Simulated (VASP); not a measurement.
# BN (P6_3mc) in VASP: notebook, part 2 of 2

VASP 6.6.1.

## 4. Single point, r2SCAN+D3(BJ)

This run uses another cell than the first one, of 5.86 Å³/atom, 1.002 times its volume.

Input file POSCAR:

```
BN
1.0
    2.5384408999      0.0000000000      0.0000000000
   -1.2692204500      2.1983538809      0.0000000000
    0.0000000000      0.0000000000      4.2008070705
B N
2 2
Direct
    0.6666666667      0.3333333333      0.0003429529
    0.3333333333      0.6666666667      0.5003429529
    0.6666666667      0.3333333333      0.3746558171
    0.3333333333      0.6666666667      0.8746558171
```

Input file INCAR.step1:

```
SYSTEM = BN
  PREC = Accurate
  ENCUT = 660
  ISMEAR = 0
  SIGMA = 0.01
  LREAL = .False.
  LASPH = .True.
  NELM = 120
  NBANDS = 16
  GGA = PE
  ALGO = Normal
  EDIFF = 1E-5
  LWAVE = .True.
  LCHARG = .False.
  GGA_COMPAT = .False.
```

Input file INCAR.step2:

```
SYSTEM = BN
  PREC = Accurate
  ENCUT = 660
  EDIFF = 1E-6
  ISMEAR = 0
  SIGMA = 0.01
  LREAL = .False.
  LASPH = .True.
  NELM = 120
  ALGO = Normal
  ISIF = 2
  LWAVE = .False.
  LCHARG = .False.
  METAGGA = R2SCAN
  LMIXTAU = .True.
  IVDW = 12
  VDW_S6 = 1.0
  VDW_S8 = 0.78981345
  VDW_A1 = 0.49484001
  VDW_A2 = 5.73083694
  NBANDS = 16
  ISTART = 1
  GGA_COMPAT = .False.
```

Input file KPOINTS:

```
regular mesh
0
Gamma
  6 6 3
  0 0 0
```

Launch:

```
> cat potpaw_PBE.64/B/POTCAR potpaw_PBE.64/N/POTCAR > POTCAR
> cp INCAR.step1 INCAR
> mpirun -np 1 vasp_std > vasp.out
> cp INCAR.step2 INCAR
> mpirun -np 1 vasp_std > vasp.out
```

Wall time 67 s (1 thread of Intel Xeon 8259CL, shared host); peak memory 0.17 GiB.

Results (log left out):

| Item | Value |
| --- | --- |
| Free energy | -38.6601 eV |
| Pressure | 0.9 GPa |
| Largest force | 0.024 eV/Å |
| Band gap on the k mesh | 5.69 eV, indirect (least direct gap 9.02 eV) |
| Dispersion energy per atom | -0.099 eV |

Forces in eV/Å, atoms in the order of the input:
```
B    0.000  0.000 -0.024
B    0.000  0.000 -0.024
N    0.000  0.000  0.024
N    0.000  0.000  0.024
```

Stress tensor (GPa, compression positive):
```
1.03 0.00 0.00
0.00 1.03 0.00
0.00 0.00 0.51
```

Levels at points of the mesh, in eV from the valence-band top:
| k point | band 4 | band 5 | band 6 | band 7 | band 8 | band 9 | band 10 | band 11 | band 12 | band 13 |
| --- | --- | --- | --- | --- | --- | --- | --- | --- | --- | --- |
| (0.00, 0.00, 0.00) | -2.22 | -2.22 | -0.29 | 0.00 | 0.00 | 9.10 | 9.10 | 9.34 | 10.30 | 11.65 |
| (0.50, 0.00, 0.00) | -8.20 | -7.25 | -5.23 | -4.58 | -2.21 | 7.32 | 8.61 | 11.39 | 12.28 | 13.91 |

Caveat: the k points lie up to 0.50 Å⁻¹ apart; three body term missing; the PAW data sets were made with another functional, which shifts forces and pressure a little. A k mesh can miss the band edges.

## 5. Single point, r2SCAN+D3(BJ)

This run uses another cell than the first one, of 5.87 Å³/atom, 1.003 times its volume.

Input file POSCAR:

```
BN
1.0
    2.5394368471      0.0000000000      0.0000000000
   -1.2697184236      2.1992163964      0.0000000000
    0.0000000000      0.0000000000      4.2014930806
B N
2 2
Direct
    0.6666666667      0.3333333333      0.0003282775
    0.3333333333      0.6666666667      0.5003282775
    0.6666666667      0.3333333333      0.3746697986
    0.3333333333      0.6666666667      0.8746697986
```

Input file INCAR.step1:

```
SYSTEM = BN
PREC     = Accurate       ! precision mode
ENCUT    = 660            ! plane-wave cutoff, eV
ISMEAR   = 0              ! smearing method
SIGMA    = 0.01           ! smearing width, eV
LREAL    = .FALSE.        ! projectors in reciprocal space
LASPH    = .TRUE.         ! aspherical terms in the spheres
NELM     = 120            ! most SCF steps
NBANDS   = 16             ! bands
GGA      = PE             ! functional
ALGO     = Normal         ! electronic algorithm
EDIFF    = 1E-5           ! SCF threshold, eV
LWAVE    = .TRUE.         ! write WAVECAR
LCHARG   = .FALSE.        ! write CHGCAR
GGA_COMPAT= .FALSE.
```

Input file INCAR.step2:

```
SYSTEM = BN
PREC     = Accurate       ! precision mode
ENCUT    = 660            ! plane-wave cutoff, eV
EDIFF    = 1E-6           ! SCF threshold, eV
ISMEAR   = 0              ! smearing method
SIGMA    = 0.01           ! smearing width, eV
LREAL    = .FALSE.        ! projectors in reciprocal space
LASPH    = .TRUE.         ! aspherical terms in the spheres
NELM     = 120            ! most SCF steps
ALGO     = Normal         ! electronic algorithm
ISIF     = 2              ! what is computed and relaxed
LWAVE    = .FALSE.        ! write WAVECAR
LCHARG   = .FALSE.        ! write CHGCAR
METAGGA  = R2SCAN         ! meta-GGA
LMIXTAU  = .TRUE.       
IVDW     = 12             ! dispersion correction
VDW_S6   = 1.0          
VDW_S8   = 0.78981345   
VDW_A1   = 0.49484001   
VDW_A2   = 5.73083694   
NBANDS   = 16             ! bands
ISTART   = 1            
GGA_COMPAT= .FALSE.
```

Input file KPOINTS:

```
Automatic mesh
0
G
  6 6 3
  0 0 0
```

Launch:

```
> cat potpaw_PBE.64/B/POTCAR potpaw_PBE.64/N/POTCAR > POTCAR
> cp INCAR.step1 INCAR
> mpirun -np 1 vasp_std > vasp.out
> cp INCAR.step2 INCAR
> mpirun -np 1 vasp_std > vasp.out
```

It took 66 s on 1 thread of Intel Xeon 8259CL, shared host; peak memory 0.17 GiB.

Results (log left out):

```yaml
Free_energy: -38.6603 eV
Pressure: 0.5 GPa
Largest_force: 0.022 eV/Å
Band_gap_on_the_k_mesh: 5.69 eV, indirect (least direct gap 9.01 eV)
Dispersion_energy_per_atom: -0.099 eV
```

Forces on the atoms (eV/Å):
```
B    0.000  0.000 -0.022
B    0.000  0.000 -0.022
N    0.000  0.000  0.022
N    0.000  0.000  0.022
```

Stress tensor (GPa, compression positive):
```
0.58 0.00 0.00
0.00 0.58 0.00
0.00 0.00 0.28
```

Levels at points of the mesh, in eV from the valence-band top:
| k point | band 4 | band 5 | band 6 | band 7 | band 8 | band 9 | band 10 | band 11 | band 12 | band 13 |
| --- | --- | --- | --- | --- | --- | --- | --- | --- | --- | --- |
| (0.00, 0.00, 0.00) | -2.22 | -2.22 | -0.29 | 0.00 | 0.00 | 9.09 | 9.09 | 9.34 | 10.28 | 11.63 |
| (0.50, 0.00, 0.00) | -8.19 | -7.25 | -5.22 | -4.57 | -2.21 | 7.31 | 8.61 | 11.38 | 12.27 | 13.91 |

Caveat: the k points lie up to 0.50 Å⁻¹ apart; three body term missing; the PAW data sets were made with another functional, which shifts forces and pressure a little.

## 6. Single point, r2SCAN+D3(BJ)

This run uses another cell than the first one, of 5.87 Å³/atom, 1.004 times its volume.

Input file POSCAR:

```
BN
1.0
    2.5402804263      0.0000000000      0.0000000000
   -1.2701402132      2.1999469572      0.0000000000
    0.0000000000      0.0000000000      4.2020086309
B N
2 2
Direct
    0.6666666667      0.3333333333      0.0002375458
    0.3333333333      0.6666666667      0.5002375458
    0.6666666667      0.3333333333      0.3747596339
    0.3333333333      0.6666666667      0.8747596339
```

Input file INCAR.step1:

```
  PREC = Accurate
  ENCUT = 660
  ISMEAR = 0
  SIGMA = 0.01
  LREAL = False
  LASPH = True
  NELM = 120
  NBANDS = 16
  GGA = PE
  ALGO = Normal
  EDIFF = 1E-5
  LWAVE = True
  LCHARG = False
  GGA_COMPAT = False
```

Input file INCAR.step2:

```
  PREC = Accurate
  ENCUT = 660
  EDIFF = 1E-6
  ISMEAR = 0
  SIGMA = 0.01
  LREAL = False
  LASPH = True
  NELM = 120
  ALGO = Normal
  ISIF = 2
  LWAVE = False
  LCHARG = False
  METAGGA = R2SCAN
  LMIXTAU = True
  IVDW = 12
  VDW_S6 = 1.0
  VDW_S8 = 0.78981345
  VDW_A1 = 0.49484001
  VDW_A2 = 5.73083694
  NBANDS = 16
  ISTART = 1
  GGA_COMPAT = False
```

Input file KPOINTS:

```
Automatic mesh
0
Gamma
  6 6 3
```

Potentials or basis: VASP PAW PBE potentials, release 64 (B, N).

Launch:

```
> cat potpaw_PBE.64/B/POTCAR potpaw_PBE.64/N/POTCAR > POTCAR
> cp INCAR.step1 INCAR
> mpirun -np 1 vasp_std > vasp.out
> cp INCAR.step2 INCAR
> mpirun -np 1 vasp_std > vasp.out
```

OUTCAR:

```text
PREC = Accurate
   ENCUT = 660
   EDIFF = 1E-6
   ISMEAR = 0
   LREAL = False
   LASPH = True
   NELM = 120
   ISIF = 2
   METAGGA = R2SCAN
   IVDW = 12
   ISTART = 1
 IVDW          = 12

 ion  position               nearest neighbor table
   1  0.667  0.333  0.000-   4 1.56   4 1.56   4 1.56   3 1.57
   2  0.333  0.667  0.500-   3 1.56   3 1.56   3 1.56   4 1.57
   3  0.667  0.333  0.375-   2 1.56   2 1.56   2 1.56   1 1.57
   4  0.333  0.667  0.875-   1 1.56   1 1.56   1 1.56   2 1.57

  LATTYP: Found a hexagonal cell.
 ALAT       =     2.5402804263
 C/A-ratio  =     1.6541514816

  Lattice vectors:

 A1 = (   2.5402804263,   0.0000000000,   0.0000000000)
 A2 = (  -1.2701402132,   2.1999469572,   0.0000000000)
 A3 = (   0.0000000000,   0.0000000000,   4.2020086309)

Analysis of symmetry for initial positions (statically):
=====================================================================
 Subroutine PRICEL returns:
 Original cell was already a primitive cell.

 Routine SETGRP: Setting up the symmetry group for a
[... 163 lines left out ...]

 E-fermi :   7.5687     XC(G=0): -13.6670

 val. band max:        7.4832692110   @ k =   0.0000   0.0000   0.0000
 cond. band min:      13.1891178509   @ k =   0.3333   0.3333   0.0000
 fundamental gap:      5.7058486400
 Fermi energy:         7.5686789768

 k-point     1 :       0.0000    0.0000    0.0000
  band No.  band energies     occupation
      1     -14.0619      2.00000
      2      -9.8019      2.00000
      3      -3.8930      2.00000
      4       5.2627      2.00000
      5       5.2627      2.00000
      6       7.2055      2.00000
[... 243 lines left out ...]
      3      -1.4857      2.00000
      4      -1.4857      2.00000
      5      -1.3851      2.00000
      6       0.4679      2.00000
[... 8 lines left out ...]
     15      25.3099      0.00000
     16      25.3099      0.00000

------------------------ aborting loop because EDIFF is reached ----------------------------------------

 Edisp (eV)   -0.39561

 E8    (eV) :    -0.0849

  FORCE on cell =-STRESS in cart. coord.  units (eV):
  Direction    XX          YY          ZZ          XY          YZ          ZX
  --------------------------------------------------------------------------------------
  -------------------------------------------------------------------------------------
  Total       0.02983     0.02983     0.01701    -0.00000     0.00000     0.00000
  in kB       2.03502     2.03502     1.16087    -0.00000     0.00000     0.00000
  external pressure =        1.74 kB  Pullay stress =        0.00 kB

 VOLUME and BASIS-vectors are now :
 -----------------------------------------------------------------------------
  energy-cutoff  :      660.00
  volume of cell :       23.48
      direct lattice vectors                 reciprocal lattice vectors
     2.540280426  0.000000000  0.000000000     0.393657326  0.227278207  0.000000000
    -1.270140213  2.199946957  0.000000000     0.000000000  0.454556414  0.000000000
     0.000000000  0.000000000  4.202008631     0.000000000  0.000000000  0.237981425

 POSITION                                       TOTAL-FORCE (eV/Angst)
 -----------------------------------------------------------------------------------
      1.27014      0.73332      0.00100        -0.000000     -0.000000     -0.004226
     -0.00000      1.46663      2.10200        -0.000000      0.000000     -0.004226
      1.27014      0.73332      1.57474        -0.000000      0.000000      0.004226
     -0.00000      1.46663      3.67575         0.000000     -0.000000      0.004226
 -----------------------------------------------------------------------------------
    total drift:                                0.000000     -0.000000      0.000525

  FREE ENERGIE OF THE ION-ELECTRON SYSTEM (eV)
  ---------------------------------------------------
  free  energy   TOTEN  =       -38.6603545719 eV

  energy  without entropy=      -38.6603545719  energy(sigma->0) =      -38.66035457
```

Run time: 54 s. Hardware: 1 thread of Intel Xeon 8259CL, shared host; peak memory 0.17 GiB.

Results:

* Free energy: -38.6604 eV
* Pressure: 0.2 GPa
* Largest force: 0.004 eV/Å
* Band gap on the k mesh: 5.71 eV, indirect (least direct gap 9.02 eV)
* Dispersion energy per atom: -0.099 eV

Forces in eV/Å, atoms in the order of the input:
```
B    0.000  0.000 -0.004
B    0.000  0.000 -0.004
N    0.000  0.000  0.004
N    0.000  0.000  0.004
```

Stress tensor (GPa, compression positive):
```
0.20 0.00 0.00
0.00 0.20 0.00
0.00 0.00 0.12
```

Caveat: the k points lie up to 0.50 Å⁻¹ apart; three body term missing; the PAW data sets were made with another functional, which shifts forces and pressure a little. A k mesh can miss the band edges.

## 7. Overview

```csv
cell,gap on the mesh (eV),pressure (GPa),largest force (eV/Å)
"a = 2.536, b = 2.536, c = 4.199 Å, angles 90.0, 90.0, 120.0°, 4 atoms",5.73,1.8,0.05
"a = 2.537, b = 2.537, c = 4.199 Å, angles 90.0, 90.0, 120.0°, 4 atoms",5.71,1.6,0.02
"a = 2.538, b = 2.538, c = 4.201 Å, angles 90.0, 90.0, 120.0°, 4 atoms",5.69,0.9,0.02
"a = 2.539, b = 2.539, c = 4.201 Å, angles 90.0, 90.0, 120.0°, 4 atoms",5.69,0.5,0.02
"a = 2.540, b = 2.540, c = 4.202 Å, angles 90.0, 90.0, 120.0°, 4 atoms",5.71,0.2,-
```

Alike in all rows: task single point; level r2SCAN+D3(BJ); potentials or basis VASP PAW PBE potentials, release 64 (B, N); no spin polarisation; k mesh 6 × 6 × 3; cutoff (eV) 660; smearing gaussian 0.01 eV.

Caveats: all runs use coarse meshes; three body term missing; the PAW data sets were made with another functional, which shifts forces and pressure a little.

Total energies depend on the potentials used, so only differences within one code and one set of settings carry meaning.
